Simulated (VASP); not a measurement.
# SiO2 (I-42d) in VASP: a series of runs

Runs on SiO2. Level: PBE. Tasks: single point.

Everything below comes from runs of VASP 6.6.1. Logs are shortened: lines on timing, memory, paths and dates and some standing lists are left out, and cuts for length are marked.

## 1. The cell of the first run

The structure is tetragonal, space group I-42d (No. 122). The conventional cell has a = 5.027 Å, b = 5.027 Å, c = 7.379 Å, α = 90.00°, β = 90.00°, γ = 90.00°. Within 2.3 Å of Si (site symmetry -4) lie 4 O at 1.70 Å. O (site symmetry 2) has 2 Si at 1.70 Å within 2.3 Å.

## 2. Single point, PBE (atoms displaced along a vibrational mode)

INCAR reads:

```
  PREC = Accurate
  ENCUT = 520
  EDIFF = 1E-6
  ISMEAR = 0
  SIGMA = 0.05
  LREAL = False
  LASPH = True
  NELM = 100
  ALGO = Normal
  ISIF = 2
  LWAVE = False
  LCHARG = False
  GGA = PE
  NBANDS = 25
```

KPOINTS reads:

```
regular mesh
0
Gamma
  6 6 6
```

POSCAR reads:

```
SiO2
1.0
   -2.5133692696      2.5133692696      3.6893906705
    2.5133692696     -2.5133692696      3.6893906705
    2.5133692696      2.5133692696     -3.6893906705
Si O
2 4
Direct
    0.0000000000      0.0000000000      0.0000000000
    0.7500000000      0.2500000000      0.5000000000
    1.0117718934      0.6250000000      0.8867718934
    0.3750000000      0.2617718934      0.3867718934
    0.7382281066      0.1250000000      0.1132281066
    0.8750000000     -0.0117718934      0.6132281066
```

Potentials or basis: VASP PAW PBE potentials, release 64 (Si, O).

The run is started by

```bash
> cat potpaw_PBE.64/Si/POTCAR potpaw_PBE.64/O/POTCAR > POTCAR
> mpirun -np 1 vasp_std > vasp.out
```

OUTCAR:

```text
PREC = Accurate
   ENCUT = 520
   EDIFF = 1E-6
   ISMEAR = 0
   LREAL = False
   LASPH = True
   NELM = 100
   ISIF = 2
   GGA = PE

 ion  position               nearest neighbor table
   1  0.000  0.000  0.000-   3 1.70   4 1.70   5 1.70   6 1.70   2 3.12   2 3.12   2 3.12   2 3.12

   2  0.750  0.250  0.500-   3 1.70   4 1.70   5 1.70   6 1.70   1 3.12   1 3.12   1 3.12   1 3.12

   3  0.012  0.625  0.887-   1 1.70   2 1.70
   4  0.375  0.262  0.387-   1 1.70   2 1.70
   5  0.738  0.125  0.113-   1 1.70   2 1.70
   6  0.875  0.988  0.613-   1 1.70   2 1.70

  LATTYP: Found a body centered tetragonal cell.
 ALAT       =     5.0267385392
 C/A-ratio  =     1.4679063340

  Lattice vectors:

 A1 = (  -2.5133692696,   2.5133692696,   3.6893906705)
 A2 = (   2.5133692696,  -2.5133692696,   3.6893906705)
 A3 = (   2.5133692696,   2.5133692696,  -3.6893906705)

Analysis of symmetry for initial positions (statically):
=====================================================================
 Subroutine PRICEL returns:
 Original cell was already a primitive cell.

 Routine SETGRP: Setting up the symmetry group for a
 body centered tetragonal supercell.

 Subroutine GETGRP returns: Found  8 space group operations
 (whereof  4 operations were pure point group operations)
 out of a pool of 16 trial point group operations.

The static configuration has the point symmetry S_4 .
 The point group associated with its full space group is D_2d.

Analysis of symmetry for dynamics (positions and initial velocities):
=====================================================================
 Subroutine PRICEL returns:
 Original cell was already a primitive cell.

 Routine SETGRP: Setting up the symmetry group for a
 body centered tetragonal supercell.

 Subroutine GETGRP returns: Found  8 space group operations
 (whereof  4 operations were pure point group operations)
 out of a pool of 16 trial point group operations.

The dynamic configuration has the point symmetry S_4 .
 The point group associated with its full space group is D_2d.

 Subroutine INISYM returns: Found  8 space group operations
 (whereof  4 operations are pure point group operations),
 and found     1 'primitive' translations

----------------------------------------------------------------------------------------

                                     Primitive cell

  volume of cell :      93.2239

  direct lattice vectors                    reciprocal lattice vectors
    -2.513369270  2.513369270  3.689390670     0.000000000  0.198936148  0.135523734
     2.513369270 -2.513369270  3.689390670     0.198936148  0.000000000  0.135523734
     2.513369270  2.513369270 -3.689390670     0.198936148  0.198936148  0.000000000

  length of vectors
     5.123051209  5.123051209  5.123051209     0.240712013  0.240712013  0.281338198

  position of ions in fractional coordinates (direct lattice)
     0.000000000  0.000000000  0.000000000
     0.750000000  0.250000000  0.500000000
     0.011771893  0.625000000  0.886771893
     0.375000000  0.261771893  0.386771893
     0.738228107  0.125000000  0.113228107
     0.875000000  0.988228107  0.613228107

  ion indices of the primitive-cell ions
   primitive index   ion index
                 1           1
                 2           2
                 3           3
                 4           4
                 5           5
                 6           6

----------------------------------------------------------------------------------------

 KPOINTS: regular mesh

Automatic generation of k-mesh.
 Grid dimensions read from file:
 generate k-points for:    6    6    6

 Generating k-lattice:

  Cartesian coordinates                     Fractional coordinates (reciprocal lattice)
     0.000000000  0.033156025  0.022587289     0.166666667  0.000000000  0.000000000
     0.033156025  0.000000000  0.022587289     0.000000000  0.166666667  0.000000000
     0.033156025  0.033156025  0.000000000     0.000000000  0.000000000  0.166666667

  Length of vectors
     0.040118669  0.040118669  0.046889700

  Shift w.r.t. Gamma in fractional coordinates (k-lattice)
     0.000000000  0.000000000  0.000000000

 Subroutine IBZKPT returns following result:
 ===========================================

 Found     30 irreducible k-points:

 Following reciprocal coordinates:
            Coordinates               Weight
  0.000000  0.000000  0.000000      1.000000
  0.166667  0.000000  0.000000      8.000000
  0.333333 -0.000000  0.000000      8.000000
  0.500000  0.000000  0.000000      4.000000
  0.166667  0.166667  0.000000      8.000000
  0.333333  0.166667  0.000000     16.000000
[... 16 lines left out ...]
 -0.333333 -0.333333  0.166667      8.000000
 -0.166667 -0.333333  0.166667      8.000000
 [... further k-points ...]
   k-points           NKPTS =     30   k-points in BZ     NKDIM =     30   number of bands    NBANDS=     25
   number of dos      NEDOS =    301   number of ions     NIONS =      6
   total plane-waves  NPLWV =  64000
   dimension x,y,z NGX =    40 NGY =   40 NGZ =   40
   dimension x,y,z NGXF=    80 NGYF=   80 NGZF=   80
   ions per type =               2   4
   NGX,Y,Z   is equivalent  to a cutoff of  12.98, 12.98, 12.98 a.u.
   NGXF,Y,Z  is equivalent  to a cutoff of  25.96, 25.96, 25.96 a.u.
 SYSTEM =  unknown system
   PREC   = accura    normal or accurate (medium, high low for compatibility)
   ISTART =      0    job   : 0-new  1-cont  2-samecut
   ICHARG =      2    charge: 1-file 2-atom 10-const
   ISPIN  =      1    spin polarized calculation?
   LNONCOLLINEAR =      F non collinear calculations
   LSORBIT =      F    spin-orbit coupling
   LASPH  =      T    aspherical Exc in radial PAW
   ENCUT  =  520.0 eV  38.22 Ry    6.18 a.u.   9.53  9.53  9.53*2*pi/ulx,y,z
   NELM   =    100;   NELMIN=  2; NELMDL= -5     # of ELM steps
   EDIFF  = 0.1E-05   stopping-criterion for ELM
   LREAL  =      F    real-space projection
   EDIFFG = 0.1E-04   stopping-criterion for IOM
   NSW    =      0    number of steps for IOM
   IBRION =     -1    ionic relax: 0-MD 1-quasi-New 2-CG
   NFREE  =      0    steps in history (QN), initial steepest desc. (CG)
   ISIF   =      2    stress and relaxation
   ISYM   =      2    0-nonsym 1-usesym 2-fastsym
   POTIM  = 0.5000    time-step for ionic-motion
   TEBEG  =    0.0;   TEEND  =   0.0 temperature during run
   PSTRESS=    0.0 pullay stress
   NELECT =      32.0000    total number of electrons
   NUPDOWN=      -1.0000    fix difference up-down
   EMIN   =  10.00;   EMAX   =-10.00  energy-range for DOS
   EFERMI =   0.00;   METHOD = LEGACY
   ISMEAR =     0;   SIGMA  =   0.05  broadening in eV -4-tet -1-fermi 0-gaus
   EFERMI_NEDOS =   21; number of points for ismear=-14 and -15
   IALGO  =     38    algorithm
   IMIX   =      4    mixing-type and parameters
     AMIX     =   0.40;   BMIX     =  1.00
     AMIX_MAG =   1.60;   BMIX_MAG =  1.00
  volume/ion in A,a.u.               =      15.54       104.85
  Fermi-wavevector in a.u.,A,eV,Ry     =   1.146258  2.166114 17.876798  1.313908
  Thomas-Fermi vector in A             =   2.282943
   LORBIT       =      0    0 simple, 1 ext, 2 COOP (PROOUT), +10 PAW based schemes
   GGA     = PE    functional components
   LHFCALC =     F    Hartree Fock is set to
   AEXX    =    0.0000 exact exchange contribution
   IVDW    =     0    specifies the selected vdW correction
   LEPSILON=     F    determine dielectric tensor
   LRPA    =     F    only Hartree local field effects (RPA)
 non-spin polarized calculation
 Gauss-broadening in eV      SIGMA  =   0.05
  energy-cutoff  :      520.00
  volume of cell :       93.22
 maximum number of plane-waves:      2531
 NGX is ok and might be reduce to    40
   NGX = 19   NGY = 19   NGZ = 19

 number of electron      31.9999990 magnetization

 Free energy of the ion-electron system (eV)
  ---------------------------------------------------
  ext. energy  EPLUGINS =         0.00000000
  ---------------------------------------------------
  free energy    TOTEN  =       -46.81276743 eV

  energy without entropy =      -46.81276743  energy(sigma->0) =      -46.81276743

 E-fermi :  -0.5694     XC(G=0):  -8.2313

 val. band max:       -0.8598532862   @ k =   0.0000   0.0000   0.0000
 cond. band min:       4.2696993781   @ k =   0.0000   0.0000   0.0000
 fundamental gap:      5.1295526644
 Fermi energy:        -0.5693574251

 k-point     1 :       0.0000    0.0000    0.0000
  band No.  band energies     occupation
      1     -19.1586      2.00000
      2     -17.4379      2.00000
      3     -17.4379      2.00000
      4     -17.2561      2.00000
      5      -8.9499      2.00000
      6      -5.6363      2.00000
[... 17 lines left out ...]
     24      10.9775      0.00000
     25      11.8372      0.00000

 k-point     2 :       0.1667    0.0000    0.0000
  band No.  band energies     occupation
      1     -19.0832      2.00000
      2     -17.5188      2.00000
      3     -17.4432      2.00000
      4     -17.2938      2.00000
      5      -8.7863      2.00000
      6      -5.7144      2.00000
[... 17 lines left out ...]
     24      10.9527      0.00000
     25      11.6954      0.00000

 k-point     3 :       0.3333   -0.0000    0.0000
  band No.  band energies     occupation
      1     -18.8929      2.00000
      2     -17.7583      2.00000
      3     -17.4526      2.00000
      4     -17.3297      2.00000
      5      -8.4032      2.00000
      6      -5.9893      2.00000
[... 552 lines left out ...]
 k-point    23 :      -0.3333   -0.3333    0.1667
  band No.  band energies     occupation
      1     -18.7023      2.00000
      2     -17.9290      2.00000
      3     -17.4592      2.00000
      4     -17.4200      2.00000
      5      -7.9578      2.00000
      6      -6.3353      2.00000
[... 17 lines left out ...]
     24      11.3436      0.00000
     25      12.2355      0.00000

 k-point    24 :      -0.1667   -0.3333    0.1667
  band No.  band energies     occupation
      1     -18.8899      2.00000
      2     -17.6946      2.00000
      3     -17.4566      2.00000
      4     -17.4055      2.00000
      5      -8.3480      2.00000
      6      -5.8795      2.00000
[... 17 lines left out ...]
     24      11.3119      0.00000
     25      12.1023      0.00000

 [... further k-points ...]

------------------------ aborting loop because EDIFF is reached ----------------------------------------

  FORCE on cell =-STRESS in cart. coord.  units (eV):
  Direction    XX          YY          ZZ          XY          YZ          ZX
  --------------------------------------------------------------------------------------
  -------------------------------------------------------------------------------------
  Total       -9.4301465     -9.4301465     -7.2479127      0.0000000      0.0000000      0.0000000
  in kB     -162.0696841   -162.0696841   -124.5650769      0.0000000      0.0000000      0.0000000
  external PRESSURE =    -149.5681484 kB  Pullay stress =       0.0000000 kB

 VOLUME and BASIS-vectors are now :
 -----------------------------------------------------------------------------
  energy-cutoff  :      520.00
  volume of cell :       93.22
      direct lattice vectors                 reciprocal lattice vectors
    -2.513369270  2.513369270  3.689390670     0.000000000  0.198936148  0.135523734
     2.513369270 -2.513369270  3.689390670     0.198936148  0.000000000  0.135523734
     2.513369270  2.513369270 -3.689390670     0.198936148  0.198936148  0.000000000

 POSITION                                       TOTAL-FORCE (eV/Angst)
 -----------------------------------------------------------------------------------
      0.00000      0.00000      0.00000         0.000000      0.000000      0.000000
      0.00000      2.51337      1.84470         0.000000      0.000000      0.000000
      3.77005      0.68752     -0.92235         0.000000     -1.621397     -0.000000
      0.68752      1.25668      0.92235        -1.621397      0.000000     -0.000000
     -1.25668      1.82585      2.76704         0.000000      1.621397      0.000000
      1.82585      1.25668      4.61174         1.621397      0.000000      0.000000
 -----------------------------------------------------------------------------------
    total drift:                               -0.000001     -0.000001     -0.000000

  FREE ENERGIE OF THE ION-ELECTRON SYSTEM (eV)
  ---------------------------------------------------
  free  energy   TOTEN  =       -46.8127674279 eV

  energy  without entropy=      -46.8127674279  energy(sigma->0) =      -46.81276743
```

Wall time 1.8 min (1 thread of Intel Xeon 8259CL, shared host); peak memory 0.25 GiB.

Results:

```yaml
Free_energy: -46.8128 eV
Pressure: -15.0 GPa
Largest_force: 1.621 eV/Å
Band_gap_on_the_k_mesh: 5.13 eV
```

Forces on the atoms (eV/Å):
```
Si   0.000  0.000  0.000
Si   0.000  0.000  0.000
O    0.000 -1.621  0.000
O   -1.621  0.000  0.000
O    0.000  1.621  0.000
O    1.621  0.000  0.000
```

Caveat: the cell differs from its parent crystal (atoms displaced along a vibrational mode); the cell stands under tension; forces of over 1 eV/Å act on the atoms, so gaps and moduli don't describe the material at rest. A k mesh can miss the band edges.

(Continued in part 2 of 2.)
